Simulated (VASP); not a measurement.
Input of a VASP 6.6.1 run:

File INCAR:

```
SYSTEM = PbO2
PREC = Accurate
ENCUT = 520
EDIFF = 1E-7
ISMEAR = 0
SIGMA = 0.1
LREAL = .False.
LASPH = .True.
NELM = 80
ALGO = Normal
ISIF = 2
LWAVE = .False.
LCHARG = .False.
GGA = PE
NBANDS = 35
```

File KPOINTS:

```
Automatic mesh
0
Gamma
  8 8 10
  0 0 0
```

The input POSCAR:

```
PbO2
1.0
    5.1576877081      0.0000000000      0.0000000000
    0.0000000000      5.0258173633      0.0000000000
    0.0000000000      0.0000000000      3.4337940036
Pb O
2 4
Direct
    0.0000000000      0.0000000000      0.0000000000
    0.5000000000      0.5000000000      0.5000000000
    0.3202541137      0.2953222250      0.0000000000
    0.1797458863      0.7953222250      0.5000000000
    0.6797458863      0.7046777750      0.0000000000
    0.8202541137      0.2046777750      0.5000000000
```

Potentials or basis: VASP PAW PBE potentials, release 64 (Pb_d, O).

Launch:

```console
$ cat potpaw_PBE.64/Pb_d/POTCAR potpaw_PBE.64/O/POTCAR > POTCAR
$ mpirun -np 1 vasp_std > vasp.out
```

(1) Predict the largest force.

(2) Predict the band gap on the k mesh.

(3) What does it give for the pressure?

Results:

(1) 0.012 eV/Å.

(2) 0.11 eV (least direct gap 0.20 eV).

(3) 0.0 GPa.

Caveat: the cell differs from its parent crystal (uniaxial strain along a: +1.5 %, then relaxed in part); spin-orbit coupling is left out, which moves the levels of the heavy elements.
